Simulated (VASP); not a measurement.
A run of VASP 6.6.1:

Contents of INCAR:

```
PREC = Accurate ; ENCUT = 520
EDIFF = 1E-7 ; ISMEAR = 1
SIGMA = 0.1 ; LREAL = F
LASPH = T ; ALGO = Normal
NELM = 100 ; ISIF = 2
LWAVE = F ; LCHARG = F
```

Contents of KPOINTS:

```
k-points
0
Gamma
  6 6 6
```

Contents of POSCAR:

```
Sn
1.0
    0.0000000000      3.2333428000      3.2333428000
    3.2333428000      0.0000000000      3.2333428000
    3.2333428000      3.2333428000      0.0000000000
Sn
2
Direct
    0.7509310000      0.7501920000      0.7492200000
    0.5042090000      0.4979520000      0.4995880000
```

Potentials or basis: VASP PAW PBE potentials, release 64 (Sn_d).

Launch:

```sh
$ cat potpaw_PBE.64/Sn_d/POTCAR > POTCAR
$ mpirun -np 1 vasp_std > vasp.out
```

Hardware: 1 thread of Intel(R) Xeon(R) Platinum 8488C (Sapphire Rapids) (shared host).

**Question.** Estimate the wall time of this run.

**Answer.** Wall time 2.2 min on 1 thread of Intel(R) Xeon(R) Platinum 8488C (Sapphire Rapids), on a shared host, peak memory 0.27 GiB. Counts: scf iterations 13, k points 112.
